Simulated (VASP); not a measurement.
A run of VASP 6.6.1 is set up as follows.

The input INCAR:

```
SYSTEM = GaCo
ALGO = Normal ; EDIFF = 1E-6
ENCUT = 690 ; GGA = RE
GGA_COMPAT = .FALSE. ; ISIF = 2
ISMEAR = 1 ; ISPIN = 2
LASPH = .TRUE. ; LCHARG = .FALSE.
LDAU = .TRUE. ; LDAUJ = 0 0
LDAUL = -1 2 ; LDAUPRINT = 1
LDAUTYPE = 2 ; LDAUU = 0 3.5
LMAXMIX = 4 ; LORBIT = 11
LREAL = .FALSE. ; LWAVE = .FALSE.
MAGMOM = 0 0.43 ; NBANDS = 26
NELM = 200 ; PREC = Accurate
SIGMA = 0.2
```

Contents of KPOINTS:

```
k-points
0
G
  9 9 9
  0 0 0
```

Contents of POSCAR:

```
GaCo
1.0
    3.0354099952      0.0000000000      0.0000000000
    0.0000000000      3.0354099952      0.0000000000
    0.0000000000      0.0000000000      3.0354099952
Ga Co
1 1
Direct
    0.5000000000      0.5000000000      0.5000000000
    0.0000000000      0.0000000000      0.0000000000
```

Potentials or basis: VASP PAW PBE potentials, release 64 (Ga_d, Co_sv).

Run with:

```sh
$ cat potpaw_PBE.64/Ga_d/POTCAR potpaw_PBE.64/Co_sv/POTCAR > POTCAR
$ mpirun -np 1 vasp_std > vasp.out
```

Question: What does it give for the site moments?

Answer: Ga -0.08; Co +1.60 μB.

Question: Estimate the pressure.

Answer: -1.7 GPa.

Question: Estimate the net moment.

Answer: 1.48 μB per cell.

Eigenvalues of the final occupation matrices:
```tsv
site	spin	trace	eigenvalues
site 2 d	1	4.24	0.83 0.83 0.83 0.88 0.88
site 2 d	2	2.64	0.15 0.15 0.78 0.78 0.78
```

Caveat: the PAW data sets were made with another functional, which shifts forces and pressure a little; the U is typed as a test and isn't derived for this compound. The state reached can hang on the start; a lower one may exist.
